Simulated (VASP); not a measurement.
InSb, 2 atoms in the cell. Symmetry: I-4m2, No. 119, tetragonal system. Conventional cell: a = 6.114 Å, b = 6.114 Å, c = 3.494 Å, α = 90.00°, β = 90.00°, γ = 90.00°. In (site symmetry -4m2) has 8 Sb at 3.18 to 4.03 Å and 2 In at 3.49 Å within 4.2 Å. Sb (site symmetry -4m2) has 8 In at 3.18 to 4.03 Å and 2 Sb at 3.49 Å within 4.2 Å. 

| Item | Value |
| --- | --- |
| Program | VASP 6.6.1 |
| Task | single point |
| Functional | PBE |
| Potentials or basis | VASP PAW PBE potentials, release 64 (In_d, Sb) |
| Cutoff | 520 eV |
| k mesh | 16 × 16 × 16 |
| Occupations | gaussian, width 0.15 eV |
| Spin | no spin polarisation |
| Dipole correction | no |
| Further INCAR settings | ALGO = Normal; EDIFF = 1e-07; NBANDS = 16 |

Potentials or basis: VASP PAW PBE potentials, release 64 (In_d, Sb).

The run is started by

```console
$ cat potpaw_PBE.64/In_d/POTCAR potpaw_PBE.64/Sb/POTCAR > POTCAR
$ mpirun -np 1 vasp_std > vasp.out
```

Hardware: 1 thread of AMD EPYC 9R45 96-Core Processor (Zen 5), with other jobs on the host.

How long does it take, and how much memory?

Run time: 3.9 min on 1 thread of AMD EPYC 9R45 96-Core Processor (Zen 5) (shared host), peak memory 0.47 GiB. Counts: scf iterations 14, k points 349.
